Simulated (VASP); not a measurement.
# Si (Fd-3m) in VASP: a series of runs

Runs on Si. Level: SCAN. Tasks: relaxation of cell and atoms.

Program: VASP 6.6.1. These are calculated values, not measurements. Logs are shortened: lines on timing, memory, paths and dates and some standing lists are left out, and cuts for length are marked.

### Step 1. The cell of the first run

Symmetry: Fd-3m, No. 227, cubic system. Conventional cell: a = 5.480 Å, b = 5.480 Å, c = 5.480 Å, α = 90.00°, β = 90.00°, γ = 90.00°. Si (site symmetry -43m) has 4 Si at 2.37 Å within 3.1 Å.

### Step 2. Relaxation of cell and atoms, SCAN (20.57 Å³/atom)

Contents of POSCAR:

```
Si
1.0
    0.0000000000      2.7398772164      2.7398772164
    2.7398772164      0.0000000000      2.7398772164
    2.7398772164      2.7398772164      0.0000000000
Si
2
Direct
    0.5000000000      0.5000000000      0.5000000000
    0.7500000000      0.7500000000      0.7500000000
```

Contents of INCAR.step1:

```
SYSTEM = Si
METAGGA = SCAN
ISMEAR = 0
SIGMA = 0.03
LWAVE = .False.
LCHARG = .False.
NSW = 80
PREC = Accurate
LASPH = .True.
LREAL = .False.
ALGO = Normal
EDIFF = 1E-6
NELM = 120
GGA_COMPAT = .False.
IBRION = 2
ISIF = 3
EDIFFG = -0.005
NELMIN = 4
ENCUT = 370
EFERMI = MIDGAP
LMIXTAU = .True.
POTIM = 0.5
```

Contents of INCAR.step3:

```
SYSTEM = Si
METAGGA = SCAN
ISMEAR = 0
SIGMA = 0.03
LWAVE = .False.
LCHARG = .False.
PREC = Accurate
LASPH = .True.
LREAL = .False.
ALGO = Normal
EDIFF = 1E-6
NELM = 120
GGA_COMPAT = .False.
ISIF = 2
ENCUT = 370
EFERMI = MIDGAP
LMIXTAU = .True.
```

Contents of KPOINTS:

```
Automatic mesh
0
Gamma
  6 6 6
  0 0 0
```

Potentials or basis: VASP PAW PBE potentials, release 64 (Si).

The run is started by

```sh
> cat potpaw_PBE.64/Si/POTCAR > POTCAR
> cp INCAR.step1 INCAR
> cp POSCAR.step1 POSCAR
> mpirun -np 1 vasp_std > vasp.out
> cp CONTCAR POSCAR
> mpirun -np 1 vasp_std > vasp.out
> cp CONTCAR POSCAR
> cp INCAR.step3 INCAR
> mpirun -np 1 vasp_std > vasp.out
```

OUTCAR:

```text
SYSTEM = Si
   METAGGA = SCAN
   ISMEAR = 0
   PREC = Accurate
   LASPH = .True.
   LREAL = .False.
   EDIFF = 1E-6
   NELM = 120
   ISIF = 2
   ENCUT = 370
   EFERMI = MIDGAP

 Found     16 irreducible k-points:

 Following reciprocal coordinates:
            Coordinates               Weight
  0.000000  0.000000  0.000000      1.000000
  0.166667  0.000000  0.000000      8.000000
  0.333333  0.000000  0.000000      8.000000
  0.500000  0.000000  0.000000      4.000000
  0.166667  0.166667  0.000000      6.000000
  0.333333  0.166667  0.000000     24.000000
   k-points           NKPTS =     16   k-points in BZ     NKDIM =     16   number of bands    NBANDS=      8
   number of dos      NEDOS =    301   number of ions     NIONS =      2
   total plane-waves  NPLWV =  13824
   dimension x,y,z NGX =    24 NGY =   24 NGZ =   24
   dimension x,y,z NGXF=    48 NGYF=   48 NGZF=   48
   ions per type =               2
   NGX,Y,Z   is equivalent  to a cutoff of  10.39, 10.39, 10.39 a.u.
   NGXF,Y,Z  is equivalent  to a cutoff of  20.79, 20.79, 20.79 a.u.
 SYSTEM =  Si
   PREC   = accura    normal or accurate (medium, high low for compatibility)
   ISTART =      0    job   : 0-new  1-cont  2-samecut
   ICHARG =      2    charge: 1-file 2-atom 10-const
   ISPIN  =      1    spin polarized calculation?
   LNONCOLLINEAR =      F non collinear calculations
   LSORBIT =      F    spin-orbit coupling
   LASPH  =      T    aspherical Exc in radial PAW
   ENCUT  =  370.0 eV  27.19 Ry    5.21 a.u.   6.02  6.02  6.02*2*pi/ulx,y,z
   NELM   =    120;   NELMIN=  2; NELMDL=  0     # of ELM steps
   EDIFF  = 0.1E-05   stopping-criterion for ELM
   LREAL  =      F    real-space projection
   EDIFFG = 0.1E-04   stopping-criterion for IOM
   NSW    =      0    number of steps for IOM
   IBRION =     -1    ionic relax: 0-MD 1-quasi-New 2-CG
   NFREE  =      0    steps in history (QN), initial steepest desc. (CG)
   ISIF   =      2    stress and relaxation
   ISYM   =      2    0-nonsym 1-usesym 2-fastsym
   POTIM  = 0.5000    time-step for ionic-motion
   TEBEG  =    0.0;   TEEND  =   0.0 temperature during run

   SCALEE = 1.0000    scale energy and forces
   PSTRESS=    0.0 pullay stress
   NELECT =       8.0000    total number of electrons
   NUPDOWN=      -1.0000    fix difference up-down
   EMIN   =  10.00;   EMAX   =-10.00  energy-range for DOS
   EFERMI =   0.00;   METHOD = MIDGAP
   ISMEAR =     0;   SIGMA  =   0.03  broadening in eV -4-tet -1-fermi 0-gaus
   EFERMI_NEDOS =   21; number of points for ismear=-14 and -15
   IALGO  =     38    algorithm
   IMIX   =      4    mixing-type and parameters
     AMIX     =   0.40;   BMIX     =  1.00
     AMIX_MAG =   1.60;   BMIX_MAG =  1.00
  volume/ion in A,a.u.               =      20.00       134.94
  Fermi-wavevector in a.u.,A,eV,Ry     =   0.957443  1.809305 12.472419  0.916697
  Thomas-Fermi vector in A             =   2.086461
   LORBIT       =      0    0 simple, 1 ext, 2 COOP (PROOUT), +10 PAW based schemes
   METAGGA = SCAN    functional components
   LHFCALC =     F    Hartree Fock is set to
   AEXX    =    0.0000 exact exchange contribution
   IVDW    =     0    specifies the selected vdW correction
   LEPSILON=     F    determine dielectric tensor
   LRPA    =     F    only Hartree local field effects (RPA)

   CSHIFT  =0.1000    complex shift for real part using Kramers Kronig

   OMEGAMAX=  -1.0    maximum frequency
 non-spin polarized calculation
 Gauss-broadening in eV      SIGMA  =   0.03
  energy-cutoff  :      370.00
  volume of cell :       39.99
 maximum number of plane-waves:       656
   NGX = 13   NGY = 13   NGZ = 13

 number of electron       7.9999999 magnetization

 Free energy of the ion-electron system (eV)
  ---------------------------------------------------
  ext. energy  EPLUGINS =         0.00000000
  ---------------------------------------------------
  free energy    TOTEN  =       -19.99224280 eV

  energy without entropy =      -19.99224280  energy(sigma->0) =      -19.99224280

 E-fermi :   6.1720     XC(G=0):  -9.8099

 val. band max:        5.6885291343   @ k =   0.0000   0.0000   0.0000
 cond. band min:       6.6555416953   @ k =   0.5000   0.5000   0.0000
 fundamental gap:      0.9670125610
 Fermi energy:         6.1720354148

 k-point     1 :       0.0000    0.0000    0.0000
  band No.  band energies     occupation
      1      -6.7237      2.00000
      2       5.6885      2.00000
      3       5.6885      2.00000
      4       5.6885      2.00000
      5       8.5483      0.00000
      6       8.5483      0.00000
      7       8.5483      0.00000
      8       9.7477      0.00000

 k-point     2 :       0.1667    0.0000    0.0000
  band No.  band energies     occupation
      1      -6.3456      2.00000
      2       3.2847      2.00000
      3       5.2314      2.00000
      4       5.2314      2.00000
      5       8.4263      0.00000
      6       9.2186      0.00000
      7       9.2186      0.00000
      8      11.7622      0.00000

 k-point     3 :       0.3333    0.0000    0.0000
  band No.  band energies     occupation
      1      -5.2828      2.00000
      2       0.2124      2.00000
      3       4.6600      2.00000
      4       4.6600      2.00000
      5       7.8469      0.00000
      6       9.5334      0.00000
      7       9.5334      0.00000
      8      14.1429      0.00000

 k-point     4 :       0.5000    0.0000    0.0000
  band No.  band energies     occupation
      1      -4.2847      2.00000
      2      -1.4956      2.00000
      3       4.4520      2.00000
      4       4.4521      2.00000
      5       7.6192      0.00000
      6       9.3600      0.00000
      7       9.3600      0.00000
      8      13.9660      0.00000

 k-point     5 :       0.1667    0.1667    0.0000
  band No.  band energies     occupation
      1      -6.2169      2.00000
      2       3.6590      2.00000
      3       4.4713      2.00000
      4       4.4713      2.00000
      5       7.6720      0.00000
      6      10.3931      0.00000
      7      10.3931      0.00000
      8      10.4859      0.00000

 k-point     6 :       0.3333    0.1667    0.0000
  band No.  band energies     occupation
      1      -5.3634      2.00000
      2       1.1532      2.00000
      3       3.6708      2.00000
      4       3.8946      2.00000
      5       7.9432      0.00000
      6      10.1993      0.00000
      7      10.5912      0.00000
      8      11.1662      0.00000

 [... further k-points ...]

------------------------ aborting loop because EDIFF is reached ----------------------------------------

  FORCE on cell =-STRESS in cart. coord.  units (eV):
  Direction    XX          YY          ZZ          XY          YZ          ZX
  --------------------------------------------------------------------------------------
  -------------------------------------------------------------------------------------
  Total       -0.0063240     -0.0063240     -0.0063240      0.0000000      0.0000000      0.0000000
  in kB       -0.2533535     -0.2533535     -0.2533535      0.0000000      0.0000000      0.0000000
  external PRESSURE =      -0.2533535 kB  Pullay stress =       0.0000000 kB

 VOLUME and BASIS-vectors are now :
 -----------------------------------------------------------------------------
  energy-cutoff  :      370.00
  volume of cell :       39.99
      direct lattice vectors                 reciprocal lattice vectors
     0.000000000  2.714242203  2.714242203    -0.184213479  0.184213479  0.184213479
     2.714242203  0.000000000  2.714242203     0.184213479 -0.184213479  0.184213479
     2.714242203  2.714242203  0.000000000     0.184213479  0.184213479 -0.184213479

 POSITION                                       TOTAL-FORCE (eV/Angst)
 -----------------------------------------------------------------------------------
      2.71424      2.71424      2.71424         0.000000      0.000000      0.000000
      4.07136      4.07136      4.07136        -0.000000     -0.000000     -0.000000
 -----------------------------------------------------------------------------------
    total drift:                                0.000000      0.000000      0.000000

  FREE ENERGIE OF THE ION-ELECTRON SYSTEM (eV)
  ---------------------------------------------------
  free  energy   TOTEN  =       -19.9922428041 eV

  energy  without entropy=      -19.9922428041  energy(sigma->0) =      -19.99224280
```

Run time: 2.1 min. Hardware: 1 thread of AMD EPYC 9R14 (Zen 4), shared host; peak memory 0.1 GiB.

What came out:

```yaml
Free_energy: -19.9922 eV
Relaxed_volume: 20.00 Å³/atom
Relaxed_cell: a = 3.839 Å, b = 3.839 Å, c = 3.839 Å, α = 60.00°, β = 60.00°, γ = 60.00°
Space_group_after_relaxing_to_0.1_Å: Fd-3m (No. 227)
Energy_gained_by_relaxing: 4.7 meV/atom
Ionic_steps: 4
Pressure_after_relaxing: 0.0 GPa
Band_gap_on_the_k_mesh: 0.97 eV (least direct gap 2.86 eV)
```

The path:
```csv
step,energy change (eV),largest force (eV/Å),pressure (GPa),volume (Å³)
1,0.0000,0.0000,-2.64,41.14
2,-0.0040,0.0000,2.17,39.15
3,-0.0097,0.0000,-0.02,39.99
4,-0.0094,0.0000,-0.03,39.99
```

Final structure:
```
CELL_PARAMETERS angstrom
0.00000 2.71424 2.71424
2.71424 0.00000 2.71424
2.71424 2.71424 0.00000
ATOMIC_POSITIONS crystal
Si 0.50000 0.50000 0.50000
Si 0.75000 0.75000 0.75000
```

Caveat: the PAW data sets were made with another functional, which shifts forces and pressure a little.

### Step 3. Relaxation of cell and atoms, SCAN (20.57 Å³/atom)

POSCAR is that of step 2.

Edit INCAR.step1 of step 2 so:

```diff
@@ -11,3 +11,3 @@
 ALGO = Normal
-EDIFF = 1E-6
+EDIFF = 1E-7
 NELM = 120
@@ -16,5 +16,5 @@
 ISIF = 3
-EDIFFG = -0.005
+EDIFFG = -0.002
 NELMIN = 4
-ENCUT = 370
+ENCUT = 640
 EFERMI = MIDGAP
```

Contents of INCAR.step4:

```
SYSTEM = Si
METAGGA = SCAN
ISMEAR = 0
SIGMA = 0.03
LWAVE = .False.
LCHARG = .False.
PREC = Accurate
LASPH = .True.
LREAL = .False.
ALGO = Normal
EDIFF = 1E-7
NELM = 120
GGA_COMPAT = .False.
ISIF = 2
ENCUT = 640
EFERMI = MIDGAP
LMIXTAU = .True.
```

Contents of KPOINTS:

```
Automatic mesh
0
Gamma
  9 9 9
  0 0 0
```

Potentials or basis: VASP PAW PBE potentials, release 64 (Si).

The run is started by

```sh
> cat potpaw_PBE.64/Si/POTCAR > POTCAR
> cp INCAR.step1 INCAR
> cp POSCAR.step1 POSCAR
> mpirun -np 1 vasp_std > vasp.out
> cp CONTCAR POSCAR
> mpirun -np 1 vasp_std > vasp.out
> cp CONTCAR POSCAR
> mpirun -np 1 vasp_std > vasp.out
> cp CONTCAR POSCAR
> cp INCAR.step4 INCAR
> mpirun -np 1 vasp_std > vasp.out
```

OUTCAR:

```text
SYSTEM = Si
   METAGGA = SCAN
   ISMEAR = 0
   PREC = Accurate
   LASPH = .True.
   LREAL = .False.
   EDIFF = 1E-7
   NELM = 120
   ISIF = 2
   ENCUT = 640
   EFERMI = MIDGAP

 ion  position               nearest neighbor table
   1  0.500  0.500  0.500-   2 2.35   2 2.35   2 2.35   2 2.35
   2  0.750  0.750  0.750-   1 2.35   1 2.35   1 2.35   1 2.35

  LATTYP: Found a face centered cubic cell.
 ALAT       =     5.4274596804

  Lattice vectors:

 A1 = (   0.0000000000,   2.7137298402,   2.7137298402)
 A2 = (   2.7137298402,   0.0000000000,   2.7137298402)
 A3 = (   2.7137298402,   2.7137298402,   0.0000000000)

Analysis of symmetry for initial positions (statically):
=====================================================================
 Subroutine PRICEL returns:
 Original cell was already a primitive cell.

 Routine SETGRP: Setting up the symmetry group for a
 face centered cubic supercell.

 Subroutine GETGRP returns: Found 48 space group operations
 (whereof 24 operations were pure point group operations)
 out of a pool of 48 trial point group operations.

The static configuration has the point symmetry T_d .
 The point group associated with its full space group is O_h .

Analysis of symmetry for dynamics (positions and initial velocities):
=====================================================================
 Subroutine PRICEL returns:
 Original cell was already a primitive cell.

 Routine SETGRP: Setting up the symmetry group for a
 face centered cubic supercell.

 Subroutine GETGRP returns: Found 48 space group operations
 (whereof 24 operations were pure point group operations)
 out of a pool of 48 trial point group operations.

The dynamic configuration has the point symmetry T_d .
 The point group associated with its full space group is O_h .

 Subroutine INISYM returns: Found 48 space group operations
 (whereof 24 operations are pure point group operations),
 and found     1 'primitive' translations

----------------------------------------------------------------------------------------

                                     Primitive cell
[... 120 lines left out ...]
   AEXX    =    0.0000 exact exchange contribution
   IVDW    =     0    specifies the selected vdW correction
   LEPSILON=     F    determine dielectric tensor
   LRPA    =     F    only Hartree local field effects (RPA)

   CSHIFT  =0.1000    complex shift for real part using Kramers Kronig

   OMEGAMAX=  -1.0    maximum frequency
 non-spin polarized calculation
 Gauss-broadening in eV      SIGMA  =   0.03
  energy-cutoff  :      640.00
  volume of cell :       39.97
 maximum number of plane-waves:      1484
   NGX = 15   NGY = 15   NGZ = 15

 number of electron       7.9999999 magnetization

 Free energy of the ion-electron system (eV)
  ---------------------------------------------------
  ext. energy  EPLUGINS =         0.00000000
  ---------------------------------------------------
  free energy    TOTEN  =       -20.01502299 eV

  energy without entropy =      -20.01502299  energy(sigma->0) =      -20.01502299

 E-fermi :   6.1043     XC(G=0):  -9.8145

 val. band max:        5.6850028641   @ k =   0.0000   0.0000   0.0000
 cond. band min:       6.5236139016   @ k =   0.4444   0.4444   0.0000
 fundamental gap:      0.8386110375
 Fermi energy:         6.1043083829

 k-point     1 :       0.0000    0.0000    0.0000
  band No.  band energies     occupation
      1      -6.7261      2.00000
      2       5.6850      2.00000
      3       5.6850      2.00000
      4       5.6850      2.00000
      5       8.5526      0.00000
      6       8.5526      0.00000
      7       8.5526      0.00000
      8       9.7558      0.00000
[... 243 lines left out ...]
 k-point    24 :       0.4444    0.4444    0.0000
  band No.  band energies     occupation
      1      -3.2488      2.00000
      2      -1.4494      2.00000
      3       2.7915      2.00000
      4       2.7915      2.00000
      5       6.5236      0.00000
      6       6.9409      0.00000
      7      15.7058      0.00000
      8      15.7058      0.00000

 [... further k-points ...]

------------------------ aborting loop because EDIFF is reached ----------------------------------------

  FORCE on cell =-STRESS in cart. coord.  units (eV):
  Direction    XX          YY          ZZ          XY          YZ          ZX
  --------------------------------------------------------------------------------------
  -------------------------------------------------------------------------------------
  Total       -0.0025211     -0.0025211     -0.0025211      0.0000000      0.0000000      0.0000000
  in kB       -0.1010569     -0.1010569     -0.1010569      0.0000000      0.0000000      0.0000000
  external PRESSURE =      -0.1010569 kB  Pullay stress =       0.0000000 kB

 VOLUME and BASIS-vectors are now :
 -----------------------------------------------------------------------------
  energy-cutoff  :      640.00
  volume of cell :       39.97
      direct lattice vectors                 reciprocal lattice vectors
     0.000000000  2.713729840  2.713729840    -0.184248260  0.184248260  0.184248260
     2.713729840  0.000000000  2.713729840     0.184248260 -0.184248260  0.184248260
     2.713729840  2.713729840  0.000000000     0.184248260  0.184248260 -0.184248260

 POSITION                                       TOTAL-FORCE (eV/Angst)
 -----------------------------------------------------------------------------------
      2.71373      2.71373      2.71373         0.000000      0.000000      0.000000
      4.07059      4.07059      4.07059        -0.000000     -0.000000     -0.000000
 -----------------------------------------------------------------------------------
    total drift:                               -0.000000     -0.000000     -0.000000

  FREE ENERGIE OF THE ION-ELECTRON SYSTEM (eV)
  ---------------------------------------------------
  free  energy   TOTEN  =       -20.0150229859 eV

  energy  without entropy=      -20.0150229859  energy(sigma->0) =      -20.01502299
```

Wall time 9.2 min (1 thread of AMD EPYC 9R14 (Zen 4), shared host); peak memory 0.16 GiB.

What came out:

```yaml
Free_energy: -20.0150 eV
Relaxed_volume: 19.98 Å³/atom
Relaxed_cell: a = 3.838 Å, b = 3.838 Å, c = 3.838 Å, α = 60.00°, β = 60.00°, γ = 60.00°
Space_group_after_relaxing_to_0.1_Å: Fd-3m (No. 227)
Energy_gained_by_relaxing: 5.0 meV/atom
Ionic_steps: 8
Pressure_after_relaxing: 0.0 GPa
Band_gap_on_the_k_mesh: 0.84 eV (least direct gap 2.87 eV)
```

Step by step:
```tsv
step	energy change (eV)	largest force (eV/Å)	pressure (GPa)	volume (Å³)
1	0.0000	0.0000	-2.71	41.14
2	-0.0040	0.0000	2.27	39.10
3	-0.0101	0.0000	-0.03	39.98
4	-0.0101	0.0000	0.03	39.95
5	-0.0101	0.0000	-0.02	39.97
6	-0.0101	0.0000	-0.01	39.97
7	-0.0100	0.0000	-0.01	39.97
8	-0.0100	0.0000	-0.01	39.97
```

Final structure:
```
Si
1.0
     0.00000    2.71373    2.71373
     2.71373    0.00000    2.71373
     2.71373    2.71373    0.00000
Si
2
Direct
  0.50000 0.50000 0.50000
  0.75000 0.75000 0.75000
```

Caveat: the PAW data sets were made with another functional, which shifts forces and pressure a little; an odd mesh through Γ misses points on the zone boundary, where band edges can lie.
